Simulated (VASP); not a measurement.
# Fe (P6/mmm) in VASP: notebook, part 2 of 2

VASP 6.6.1.

**3. Single point, RPBE, collinear spin, ferromagnetic start (volume scaled by 0.92)**

File INCAR:

```
SYSTEM = Fe
  PREC = Accurate
  ENCUT = 520
  EDIFF = 1E-7
  ISMEAR = -1
  SIGMA = 0.05
  LREAL = .FALSE.
  LASPH = .TRUE.
  NELM = 150
  ALGO = Normal
  ISIF = 2
  LWAVE = .FALSE.
  LCHARG = .FALSE.
  ISPIN = 2
  MAGMOM = 2.669 2.629 2.629
  LORBIT = 11
  LMAXMIX = 4
  GGA = RP
  NBANDS = 23
```

File KPOINTS:

```
regular mesh
0
G
  10 10 15
  0 0 0
```

File POSCAR:

```
Fe
1.0
    4.1209986302      0.0000000000      0.0000000000
   -2.0604993151      3.5688895027      0.0000000000
    0.0000000000      0.0000000000      2.3549063926
Fe
3
Direct
    1.0000000000      0.0000000000      0.0000000000
    0.3333333333      0.6666666667      0.5000000000
    0.6666666667      0.3333333333      0.5000000000
```

Potentials or basis: VASP PAW PBE potentials, release 64 (Fe).

On the command line:

```bash
$ cat potpaw_PBE.64/Fe/POTCAR > POTCAR
$ mpirun -np 1 vasp_std > vasp.out
```

OUTCAR:

```text
SYSTEM = Fe
   PREC = Accurate
   ENCUT = 520
   EDIFF = 1E-7
   ISMEAR = -1
   LREAL = .FALSE.
   LASPH = .TRUE.
   NELM = 150
   ISIF = 2
   ISPIN = 2
   LORBIT = 11
   GGA = RP

 ion  position               nearest neighbor table
   1  0.000  0.000  0.000-   2 2.65   3 2.65   2 2.65   3 2.65   2 2.65   2 2.65   3 2.65   3 2.65
                             3 2.65   3 2.65   2 2.65   2 2.65
   2  0.333  0.667  0.500-   3 2.38   3 2.38   3 2.38   1 2.65   1 2.65   1 2.65   1 2.65   1 2.65
                             1 2.65
   3  0.667  0.333  0.500-   2 2.38   2 2.38   2 2.38   1 2.65   1 2.65   1 2.65   1 2.65   1 2.65
                             1 2.65

  LATTYP: Found a hexagonal cell.
 ALAT       =     4.1209986302
 C/A-ratio  =     0.5714407123

  Lattice vectors:

 A1 = (   4.1209986302,   0.0000000000,   0.0000000000)
 A2 = (  -2.0604993151,   3.5688895027,   0.0000000000)
 A3 = (   0.0000000000,   0.0000000000,   2.3549063926)

Analysis of symmetry for initial positions (statically):
=====================================================================
 Subroutine PRICEL returns:
 Original cell was already a primitive cell.

 Routine SETGRP: Setting up the symmetry group for a
 hexagonal supercell.

 Subroutine GETGRP returns: Found 24 space group operations
 (whereof 24 operations were pure point group operations)
 out of a pool of 24 trial point group operations.

The static configuration has the point symmetry D_6h.

Analysis of symmetry for dynamics (positions and initial velocities):
=====================================================================
 Subroutine PRICEL returns:
 Original cell was already a primitive cell.

 Routine SETGRP: Setting up the symmetry group for a
 hexagonal supercell.

 Subroutine GETGRP returns: Found 24 space group operations
 (whereof 24 operations were pure point group operations)
 out of a pool of 24 trial point group operations.

The dynamic configuration has the point symmetry D_6h.

Analysis of structural, dynamic, and magnetic symmetry:
[... 154 lines left out ...]
  ---------------------------------------------------
  ext. energy  EPLUGINS =         0.00000000
  ---------------------------------------------------
  free energy    TOTEN  =       -22.66638941 eV

  energy without entropy =      -22.63852056  energy(sigma->0) =      -22.65245499

 E-fermi :   6.0486     XC(G=0): -12.9120

 val. band max:        6.0477428327   @ k =   0.3000  -0.0000   0.4667
 cond. band min:       6.0500666503   @ k =   0.4000   0.1000   0.1333
 fundamental gap:      0.0023238175
 Fermi energy:         6.0485966507

 spin component 1

 k-point     1 :       0.0000    0.0000    0.0000
  band No.  band energies     occupation
      1      -2.5500      1.00000
      2       1.4691      1.00000
      3       2.6383      1.00000
      4       2.6383      1.00000
      5       2.7502      1.00000
      6       2.7818      1.00000
[... 613 lines left out ...]
     22      21.7942      0.00000
     23      23.4936      0.00000

 [... further k-points ...]

 spin component 2

 k-point     1 :       0.0000    0.0000    0.0000
  band No.  band energies     occupation
      1      -2.3314      1.00000
      2       2.9576      1.00000
      3       4.2578      1.00000
      4       4.2578      1.00000
      5       4.2704      1.00000
      6       4.2704      1.00000
[... 613 lines left out ...]
     22      22.4455      0.00000
     23      23.8717      0.00000

 [... further k-points ...]
[... 5 lines left out ...]
  --------------------------------------------------------------------------------------
  -------------------------------------------------------------------------------------
  Total        2.7495435      2.7495435      2.3347824     -0.0000000      0.0000000      0.0000000
  in kB      127.1926332    127.1926332    108.0059709     -0.0000000      0.0000000      0.0000000
  external PRESSURE =     120.7970791 kB  Pullay stress =       0.0000000 kB

 VOLUME and BASIS-vectors are now :
 -----------------------------------------------------------------------------
  energy-cutoff  :      520.00
  volume of cell :       34.63
      direct lattice vectors                 reciprocal lattice vectors
     4.120998630  0.000000000  0.000000000     0.242659629  0.140099602  0.000000000
    -2.060499315  3.568889503  0.000000000     0.000000000  0.280199205  0.000000000
     0.000000000  0.000000000  2.354906393     0.000000000  0.000000000  0.424645329

 POSITION                                       TOTAL-FORCE (eV/Angst)
 -----------------------------------------------------------------------------------
      0.00000      0.00000      0.00000         0.000000     -0.000000      0.000000
     -0.00000      2.37926      1.17745        -0.000000      0.000000      0.000000
      2.06050      1.18963      1.17745         0.000000     -0.000000      0.000000
 -----------------------------------------------------------------------------------
    total drift:                               -0.000000      0.000000      0.000000

  FREE ENERGIE OF THE ION-ELECTRON SYSTEM (eV)
  ---------------------------------------------------
  free  energy   TOTEN  =       -22.6663894124 eV

  energy  without entropy=      -22.6385205596  energy(sigma->0) =      -22.65245499

 total charge

# of ion       s       p       d       tot
------------------------------------------
    1        0.476   0.524   6.199   7.199
    2        0.498   0.521   6.262   7.281
    3        0.498   0.521   6.262   7.281
--------------------------------------------------
tot          1.471   1.567  18.723  21.762

 magnetization (x)

# of ion       s       p       d       tot
------------------------------------------
    1       -0.011  -0.053   2.597   2.533
    2       -0.012  -0.033   2.418   2.373
    3       -0.012  -0.033   2.418   2.373
--------------------------------------------------
tot         -0.036  -0.119   7.433   7.278
```

It took 1.8 min on 1 thread of Intel Xeon 6975P-C (Granite Rapids), shared host; peak memory 0.25 GiB.

What came out:

* Free energy: -22.6664 eV
* Pressure: 12.1 GPa
* Net moment: 7.30 μB per cell
* Site moments: Fe +2.53, +2.37 μB
* Valence electrons inside the program's atomic spheres: Fe 7.20, 7.28

Levels at points of the mesh, in eV from the Fermi level:
Spin up:
```tsv
k point	band 13	band 14	band 15	band 16	band 17	band 18	band 19	band 20
(0.00, 0.00, 0.00)	-1.54	-1.54	-0.49	-0.49	5.88	5.88	5.92	5.92
(0.50, 0.00, 0.00)	-0.79	-0.78	-0.75	-0.54	-0.32	-0.13	6.48	14.56
```
Spin down:
```tsv
k point	band 5	band 6	band 7	band 8	band 9	band 10	band 11	band 12
(0.00, 0.00, 0.00)	-1.78	-1.78	-1.74	-1.05	0.16	0.16	1.37	1.37
(0.50, 0.00, 0.00)	-1.79	-1.42	-1.08	-0.89	0.00	0.79	1.48	1.50
```

Caveat: the PAW data sets were made with another functional, which shifts forces and pressure a little.

**4. Single point, RPBE, collinear spin, ferromagnetic start (volume scaled by 0.96)**

File INCAR:

```
SYSTEM = Fe
ALGO = Normal
EDIFF = 1E-7
ENCUT = 520
GGA = RP
ISIF = 2
ISMEAR = -1
ISPIN = 2
LASPH = .True.
LCHARG = .False.
LMAXMIX = 4
LORBIT = 11
LREAL = .False.
LWAVE = .False.
MAGMOM = 2.669 2.629 2.629
NBANDS = 23
NELM = 150
PREC = Accurate
SIGMA = 0.05
```

File KPOINTS:

```
k-points
0
Gamma
  10 10 15
  0 0 0
```

File POSCAR:

```
Fe
1.0
    4.1798779941      0.0000000000      0.0000000000
   -2.0899389970      3.6198805276      0.0000000000
    0.0000000000      0.0000000000      2.3885524582
Fe
3
Direct
    1.0000000000      0.0000000000      0.0000000000
    0.3333333333      0.6666666667      0.5000000000
    0.6666666667      0.3333333333      0.5000000000
```

On the command line:

```bash
$ cat potpaw_PBE.64/Fe/POTCAR > POTCAR
$ mpirun -np 1 vasp_std > vasp.out
```

Wall time 77 s (1 thread of Intel Xeon 6975P-C (Granite Rapids), shared host); peak memory 0.25 GiB.

It converged, with:

```yaml
Free_energy: -22.7465 eV
Pressure: 5.2 GPa
Net_moment: 7.61 μB per cell
Site_moments: Fe +2.58, +2.51 μB
Valence_electrons_inside_the_program's_atomic_spheres: Fe 7.12, 7.20
```

Stress tensor (GPa, compression positive):
```
5.78 0.00 0.00
0.00 5.78 0.00
0.00 0.00 4.03
```

Levels at points of the mesh, in eV from the Fermi level:
Spin up:
```csv
k point,band 13,band 14,band 15,band 16,band 17,band 18,band 19,band 20
"(0.00, 0.00, 0.00)",-1.61,-1.61,-0.64,-0.64,5.58,5.58,5.61,5.61
"(0.50, 0.00, 0.00)",-0.92,-0.90,-0.89,-0.70,-0.50,-0.16,6.03,14.09
```
Spin down:
| k point | band 5 | band 6 | band 7 | band 8 | band 9 | band 10 | band 11 | band 12 |
| --- | --- | --- | --- | --- | --- | --- | --- | --- |
| (0.00, 0.00, 0.00) | -1.68 | -1.68 | -1.59 | -0.93 | 0.21 | 0.21 | 1.39 | 1.39 |
| (0.50, 0.00, 0.00) | -1.62 | -1.28 | -0.97 | -0.79 | -0.05 | 0.83 | 1.49 | 1.50 |

Caveat: the PAW data sets were made with another functional, which shifts forces and pressure a little.

**5. Overview**

```csv
cell,gap on the mesh (eV),pressure (GPa),moment (μB)
"a = 4.060, b = 4.060, c = 2.320 Å, angles 90.0, 90.0, 120.0°, 3 atoms",none,20.9,6.97
"a = 4.121, b = 4.121, c = 2.355 Å, angles 90.0, 90.0, 120.0°, 3 atoms",none,12.1,7.30
"a = 4.180, b = 4.180, c = 2.389 Å, angles 90.0, 90.0, 120.0°, 3 atoms",none,5.2,7.61
```

Alike in all rows: task single point; level RPBE; potentials or basis VASP PAW PBE potentials, release 64 (Fe); spin collinear, ferromagnetic start; k mesh 10 × 10 × 15; cutoff (eV) 520; smearing fermi-dirac 0.05 eV.

Caveats: the PAW data sets were made with another functional, which shifts forces and pressure a little.

Total energies depend on the potentials used, so only differences within one code and one set of settings carry meaning.
